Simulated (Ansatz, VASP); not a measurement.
Sb2Au in VASP and in Ansatz

```xyz
3
Lattice="0.0000 3.3057 3.3057 3.3057 0.0000 3.3057 3.3057 3.3057 0.0000" Properties=species:S:1:pos:R:3 pbc="T T T"
Sb    1.6528    1.6528    1.6528
Sb    4.9585    4.9585    4.9585
Au    0.0000    0.0000    0.0000
```

Change from the starting cell: volume scaled by 0.98, crystal datasets.

Alike in both runs: task electric field gradients; functional LDA; k mesh 9 × 9 × 9; occupations fermi-dirac, width 0.08 eV; no spin polarisation.

|  | VASP | Ansatz |
| --- | --- | --- |
| version | VASP 6.6.1 | Ansatz 0.2.0 |
| potentials or method | VASP PAW LDA potentials, release 64 (Sb, Au), cutoff 520 eV | all-electron PAW with datasets made for the crystal, scalar-relativistic |

Ansatz gave:

| Quantity | Value |
| --- | --- |
| pressure (GPa) | 5.1 |

Which values does VASP return?

Pressure (GPa): 5.4.

LDA's correlation is that of Perdew and Zunger in VASP and of Perdew and Wang (1992) in Ansatz. Ansatz ran all-electron here, and VASP with PAW potentials.

Neither program's run includes spin-orbit coupling.
